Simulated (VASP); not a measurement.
Here is a VASP 6.6.1 calculation.

File INCAR:

```
PREC = Accurate
ENCUT = 520
EDIFF = 1E-6
ISMEAR = 0
SIGMA = 0.01
LREAL = F
LASPH = T
NELM = 80
ALGO = Normal
ISIF = 2
LWAVE = F
LCHARG = F
GGA = CA
NBANDS = 16
```

The input KPOINTS:

```
Automatic mesh
0
Gamma
  12 12 4
```

The input POSCAR:

```
Si
1.0
    3.8321296575      0.0000000000      0.0000000000
   -1.9160648287      3.3187216340      0.0000000000
    0.0000000000      0.0000000000      6.3412164314
Si
4
Direct
    0.3333333333      0.6666666667      0.0005609359
    0.6666666667      0.3333333333      0.5005609359
    0.3333333333      0.6666666667      0.3744390641
    0.6666666667      0.3333333333      0.8744390641
```

Potentials or basis: VASP PAW LDA potentials, release 64 (Si).

Command:

```sh
$ cat potpaw_LDA.64/Si/POTCAR > POTCAR
$ mpirun -np 1 vasp_std > vasp.out
```

Task: Estimate the largest force.

Result: 0.011 eV/Å.

Task: What does it give for the band gap on the k mesh?

Result: 0.32 eV (least direct gap 0.93 eV).

Task: Estimate the pressure.

Result: -2.2 GPa.

Stress tensor (GPa, compression positive):
```
-2.13  0.00  0.00
 0.00 -2.13  0.00
 0.00  0.00 -2.24
```

A k mesh can miss the band edges.
